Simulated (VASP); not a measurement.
# Al31GaN32 (a cell with a defect) in VASP: single point with PBE

Aim: the single point of Al31GaN32 (a cell with a defect) with PBE.

Program: VASP 6.6.1. These are calculated values, not measurements. Logs are shortened: lines on timing, memory, paths and dates and some standing lists are left out, and cuts for length are marked.

## Step 1: The cell of the first run

The cell holds a defect, 64 atoms: a = 9.683 Å, b = 9.683 Å, c = 9.683 Å, α = 99.44°, β = 111.90°, γ = 117.58°.

## Step 2: Single point, PBE

Contents of INCAR:

```
SYSTEM = Al31GaN32
ALGO = Normal
EDIFF = 1E-6
ENCUT = 520
GGA = PE
ISIF = 2
ISMEAR = 0
LASPH = .TRUE.
LCHARG = .FALSE.
LREAL = Auto
LWAVE = .FALSE.
NBANDS = 171
NELM = 60
PREC = Accurate
SIGMA = 0.02
```

Contents of KPOINTS:

```
Automatic mesh
0
Gamma
  2 2 2
  0.5 0.5 0.5
```

Contents of POSCAR:

```
Al31GaN32
1.0
   -1.5651018309     -8.1325076706      5.0180193525
    1.5651018309      8.1325076706      5.0180193525
   -7.8255091547      2.7108358902     -5.0180193525
Ga Al N
1 31 32
Direct
    0.8336380415      0.3753080262      0.7083300153
    0.5821175739      0.2492464501      0.3320754066
    0.5821175739      0.5000421673      0.5828711238
    0.8329549421      0.6253257741      0.9590372173
    0.3327225680      0.3744497205      0.2082728474
    0.8329025158      0.8745953794      0.2083071363
    0.3329173317      0.6246972921      0.4582569495
    0.8329549421      0.1239177248      0.4576291680
    0.3329067588      0.8745271128      0.7083796461
    0.0838279892      0.2492373091      0.8337561772
    0.5833757098      0.7496660845      0.8337376245
    0.0838279892      0.5000718120      0.0845906801
    0.5833757098      0.9996380853      0.0837096253
    0.0826907588      0.7494916499      0.3329687284
    0.0826907588      0.9997220304      0.5831991089
    0.3329173317      0.1246603822      0.9582200396
    0.1680292595      0.7514778606      0.9176703535
    0.9167842070      0.6259472720      0.5408369351
    0.9163076430      0.8744306669      0.7916696934
    0.1661191654      0.9995162902      0.1665627434
    0.6660010444      0.7494645119      0.4164145314
    0.1661191654      0.2495564220      0.4166028752
    0.6654829716      0.9981734096      0.6666508691
    0.1680292595      0.5003589061      0.6665513989
    0.6654829716      0.2488321025      0.9173095621
    0.4161499894      0.6244869047      0.0416630847
    0.9163247987      0.1246077918      0.0417170069
    0.4162756817      0.8746374749      0.2917773001
    0.9163076430      0.3746379496      0.2918769761
    0.4146468815      0.1234673982      0.5411794832
    0.4162756817      0.3744983816      0.7916382069
    0.6660010444      0.4995865131      0.1665365325
    0.0299237981      0.5716195375      0.7083042606
    0.7736267719      0.4404492954      0.3332749875
    0.7736267719      0.6903517844      0.5831774765
    0.0237185574      0.8152022621      0.9582892012
    0.5233813733      0.5651265146      0.2082548587
    0.0236991003      0.0653441282      0.2083549721
    0.5232214648      0.8148204869      0.4579300740
    0.0237185574      0.3154293562      0.4585162953
    0.5237540780      0.0653970656      0.7083570124
    0.2737436843      0.4403974575      0.8333116964
    0.7738682789      0.9400046456      0.8337907346
    0.2737436843      0.6904319879      0.0833462269
    0.7738682789      0.1900775443      0.0838636333
    0.2730950823      0.9397374494      0.3327845550
    0.2730950823      0.1903105273      0.5833576329
    0.5232214648      0.3152913909      0.9584009780
    0.8574530493      0.4418114132      0.9222715557
    0.6006692056      0.3135031934      0.5371660121
    0.6070734700      0.5652556479      0.7916252989
    0.8567513208      0.6905630414      0.1669495399
    0.3563188543      0.4403610559      0.4162913077
    0.8567513208      0.9398017810      0.4161882795
    0.3583312712      0.6910703264      0.6668258693
    0.8574530493      0.1851814936      0.6656416361
    0.3583312712      0.9415054019      0.9172609448
    0.1069961301      0.3154075099      0.0415886202
    0.6069374525      0.8151745889      0.0417628636
    0.1071715876      0.5655210284      0.2923687361
    0.6070734700      0.0654481711      0.2918178221
    0.1076161734      0.8162966592      0.5413195142
    0.1071715876      0.0648028515      0.7916505592
    0.3563188543      0.1900275466      0.1659577984
```

Potentials or basis: VASP PAW PBE potentials, release 64 (Ga_d, Al, N).

Started as:

```console
cat potpaw_PBE.64/Ga_d/POTCAR potpaw_PBE.64/Al/POTCAR potpaw_PBE.64/N/POTCAR > POTCAR
mpirun -np 1 vasp_std > vasp.out
```

OUTCAR:

```text
SYSTEM = Al31GaN32
   EDIFF = 1E-6
   ENCUT = 520
   GGA = PE
   ISIF = 2
   ISMEAR = 0
   LASPH = .TRUE.
   LREAL = Auto
   NELM = 60
   PREC = Accurate

 ion  position               nearest neighbor table
   1  0.834  0.375  0.708-  56 1.96  49 1.96  50 1.96  33 1.97  24 3.10  17 3.10  18 3.10  23 3.11
                            25 3.11  30 3.11   4 3.14   8 3.14  10 3.14  12 3.14   3 3.14   2 3.14
   2  0.582  0.249  0.332-  50 1.89  64 1.90  61 1.90  34 1.91  32 3.09  20 3.09  29 3.09  28 3.09
                            18 3.11  30 3.11  16 3.12   5 3.13  13 3.13   3 3.14   8 3.14   1 3.14
   3  0.582  0.500  0.583-  50 1.89  53 1.90  51 1.90  35 1.91  21 3.09  22 3.09  19 3.09  31 3.09
                            18 3.11  30 3.11   7 3.12   5 3.13  11 3.13   2 3.14   4 3.14   1 3.14
   4  0.833  0.625  0.959-  49 1.89  52 1.90  51 1.90  36 1.91  20 3.09  32 3.09  19 3.09  31 3.09
                            25 3.10  17 3.11   6 3.12  11 3.12  14 3.12   1 3.14  12 3.14   3 3.14
   5  0.333  0.374  0.208-  64 1.90  53 1.90  58 1.90  37 1.91  27 3.09  20 3.09  22 3.09  32 3.09
                            21 3.09  26 3.09  10 3.12  12 3.12   2 3.13   3 3.13  16 3.13   7 3.13
   6  0.833  0.875  0.208-  52 1.90  54 1.90  59 1.90  38 1.91  20 3.09  22 3.09  27 3.09  32 3.09
                            21 3.09  26 3.09   4 3.12   8 3.12  11 3.13  13 3.13  14 3.13  15 3.13
   7  0.333  0.625  0.458-  60 1.90  53 1.90  55 1.90  39 1.91  24 3.08  23 3.08  28 3.09  21 3.09
                            29 3.09  22 3.09  12 3.12   3 3.12   9 3.13   5 3.13  14 3.13  11 3.13
   8  0.833  0.124  0.458-  56 1.89  54 1.90  61 1.90  40 1.91  22 3.09  21 3.09  29 3.09  28 3.09
                            23 3.10  24 3.11   6 3.12  13 3.12  15 3.12   1 3.14  10 3.14   2 3.14
   9  0.333  0.875  0.708-  57 1.90  55 1.90  62 1.90  41 1.92  24 3.09  17 3.09  18 3.09  25 3.09
[... 77 lines left out ...]
  63  0.107  0.065  0.792-  16 1.90  10 1.90  15 1.90  19 1.91
  64  0.356  0.190  0.166-  16 1.90   2 1.90   5 1.90  20 1.91

  LATTYP: Found a body centered orthorhombic cell.
 ALAT       =    10.0360387050
 B/A-ratio  =     1.0804405881
 C/A-ratio  =     1.2475853288

  Lattice vectors:

 A1 = (  -1.5651018309,  -8.1325076706,  -5.0180193525)
 A2 = (   7.8255091547,  -2.7108358902,   5.0180193525)
 A3 = (  -7.8255091547,   2.7108358902,   5.0180193525)

Analysis of symmetry for initial positions (statically):
=====================================================================
 Subroutine PRICEL returns:
 Original cell was already a primitive cell.

 Routine SETGRP: Setting up the symmetry group for a
 body centered orthorhombic supercell.

 Subroutine GETGRP returns: Found  2 space group operations
 (whereof  1 operations were pure point group operations)
 out of a pool of  8 trial point group operations.
[... 230 lines left out ...]
   PSTRESS=    0.0 pullay stress
   NELECT =     266.0000    total number of electrons
   NUPDOWN=      -1.0000    fix difference up-down
   EMIN   =  10.00;   EMAX   =-10.00  energy-range for DOS
   EFERMI =   0.00;   METHOD = LEGACY
   ISMEAR =     0;   SIGMA  =   0.02  broadening in eV -4-tet -1-fermi 0-gaus
   EFERMI_NEDOS =   21; number of points for ismear=-14 and -15
   IALGO  =     38    algorithm
   IMIX   =      4    mixing-type and parameters
     AMIX     =   0.40;   BMIX     =  1.00
     AMIX_MAG =   1.60;   BMIX_MAG =  1.00
  volume/ion in A,a.u.               =      10.65        71.84
  Fermi-wavevector in a.u.,A,eV,Ry     =   1.196537  2.261126 19.479460  1.431700
  Thomas-Fermi vector in A             =   2.332474
   LORBIT       =      0    0 simple, 1 ext, 2 COOP (PROOUT), +10 PAW based schemes
   GGA     = PE    functional components
   LHFCALC =     F    Hartree Fock is set to
   AEXX    =    0.0000 exact exchange contribution
   IVDW    =     0    specifies the selected vdW correction
   LEPSILON=     F    determine dielectric tensor
   LRPA    =     F    only Hartree local field effects (RPA)
 non-spin polarized calculation
 Gauss-broadening in eV      SIGMA  =   0.02
  energy-cutoff  :      520.00
  volume of cell :      681.28
 maximum number of plane-waves:     18381
   NGX = 35   NGY = 35   NGZ = 35

 number of electron     266.0000026 magnetization

 Free energy of the ion-electron system (eV)
  ---------------------------------------------------
  ext. energy  EPLUGINS =         0.00000000
  ---------------------------------------------------
  free energy    TOTEN  =      -473.72470281 eV

  energy without entropy =     -473.72470281  energy(sigma->0) =     -473.72470281

 E-fermi :   6.0297     XC(G=0): -10.8655

 val. band max:        5.8990890942   @ k =  -0.2500   0.2500   0.2500
 cond. band min:      10.5965428568   @ k =  -0.2500   0.2500   0.2500
 fundamental gap:      4.6974537626
 Fermi energy:         6.0297437168

 k-point     1 :       0.2500    0.2500    0.2500
  band No.  band energies     occupation
      1      -8.6202      2.00000
      2      -8.5990      2.00000
      3      -8.5939      2.00000
      4      -8.5887      2.00000
      5      -7.8927      2.00000
      6      -7.8341      2.00000
[... 581 lines left out ...]
    144      11.8694      0.00000
    145      12.0037      0.00000
 [bands above 145 left out]

------------------------ aborting loop because EDIFF is reached ----------------------------------------

  FORCE on cell =-STRESS in cart. coord.  units (eV):
  Direction    XX          YY          ZZ          XY          YZ          ZX
  --------------------------------------------------------------------------------------
  -------------------------------------------------------------------------------------
  Total        1.0859675      1.0752566      2.0817183      0.0092760      0.0003671      0.0006358
  in kB        2.5538729      2.5286839      4.8955828      0.0218143      0.0008634      0.0014953
  external PRESSURE =       3.3260465 kB  Pullay stress =       0.0000000 kB

 VOLUME and BASIS-vectors are now :
 -----------------------------------------------------------------------------
  energy-cutoff  :      520.00
  volume of cell :      681.28
      direct lattice vectors                 reciprocal lattice vectors
    -1.565101831 -8.132507671  5.018019352    -0.079867008 -0.046111238  0.099640907
     1.565101831  8.132507671  5.018019352    -0.039933504  0.069166858  0.099640907
    -7.825509155  2.710835890 -5.018019352    -0.119800512  0.023055619  0.000000000

 POSITION                                       TOTAL-FORCE (eV/Angst)
 -----------------------------------------------------------------------------------
     -6.26038     -1.80721      2.51210        -0.000477     -0.000275      0.014758
     -3.11964     -1.80688      2.50544        -0.001058     -0.004035      0.003529
     -4.68972      0.91259      2.50544        -0.004024      0.001101      0.003529
     -7.82992      0.91125      2.50521         0.003207      0.001623      0.003456
     -1.56453      0.90394      2.50349         0.000218      0.000126      0.000123
     -1.56486      0.90375      7.52297         0.000288      0.000166      0.000846
[... 56 lines left out ...]
     -6.26138      1.80147     -3.10955        -0.000358     -0.000404     -0.001340
     -1.55897     -0.90248      1.90880         0.000399     -0.000115     -0.001782
 -----------------------------------------------------------------------------------
    total drift:                               -0.002474     -0.001399      0.014489

  FREE ENERGIE OF THE ION-ELECTRON SYSTEM (eV)
  ---------------------------------------------------
  free  energy   TOTEN  =      -473.7247028112 eV

  energy  without entropy=     -473.7247028112  energy(sigma->0) =     -473.72470281
```

It took 27 min on 1 thread of Oxide Virtual Turin-like, shared host; peak memory 0.88 GiB.

Results:

```yaml
Free_energy: -473.7247 eV
Pressure: 0.3 GPa
Largest_force: 0.022 eV/Å
Band_gap_on_the_k_mesh: 4.70 eV
```

Forces on the atoms (eV/Å):
```
Ga   0.000  0.000  0.015
Al  -0.001 -0.004  0.004
Al  -0.004  0.001  0.004
Al   0.003  0.002  0.003
Al   0.000  0.000  0.000
Al   0.000  0.000  0.001
Al   0.002  0.000  0.001
Al   0.003  0.002  0.003
Al   0.000  0.000 -0.001
Al  -0.001  0.002  0.003
Al   0.000  0.001  0.001
Al   0.001 -0.002  0.003
Al   0.001 -0.001  0.001
Al   0.000 -0.001  0.001
Al   0.000  0.000  0.001
Al   0.001  0.001  0.001
Al   0.004 -0.002 -0.003
Al  -0.004 -0.002 -0.004
Al  -0.001 -0.001  0.002
Al   0.001  0.002  0.002
Al   0.000 -0.001  0.002
Al   0.003  0.000  0.002
Al   0.000  0.006 -0.002
Al   0.000  0.004 -0.003
Al   0.005 -0.003 -0.002
Al   0.000  0.000  0.001
Al  -0.001 -0.001  0.002
Al  -0.001 -0.001  0.003
Al  -0.002  0.000  0.002
Al  -0.006 -0.003 -0.001
Al  -0.001 -0.001  0.003
Al  -0.001  0.001  0.002
N    0.000  0.000  0.012
N   -0.001  0.001 -0.003
N    0.000 -0.002 -0.003
N    0.000 -0.002 -0.003
N    0.000  0.000 -0.001
N   -0.001  0.000  0.000
N    0.000  0.001  0.000
N   -0.002  0.001 -0.003
N    0.000  0.000  0.007
N    0.002  0.001 -0.003
N    0.001  0.001  0.000
N    0.001  0.001 -0.003
N    0.001  0.001  0.000
N   -0.001  0.000  0.000
N    0.000 -0.001  0.000
N    0.000 -0.001  0.000
N   -0.016  0.010 -0.010
N    0.017  0.010 -0.011
N    0.000 -0.004 -0.002
N    0.000  0.001 -0.001
N    0.000  0.000 -0.002
N    0.001 -0.001 -0.001
N    0.001  0.001 -0.001
N    0.000 -0.019 -0.010
N    0.001  0.001 -0.001
N    0.003  0.001 -0.001
N    0.000  0.000 -0.002
N   -0.001  0.000 -0.001
N   -0.003  0.002 -0.002
N   -0.001  0.000 -0.001
N    0.000  0.000 -0.001
N    0.000  0.000 -0.002
```
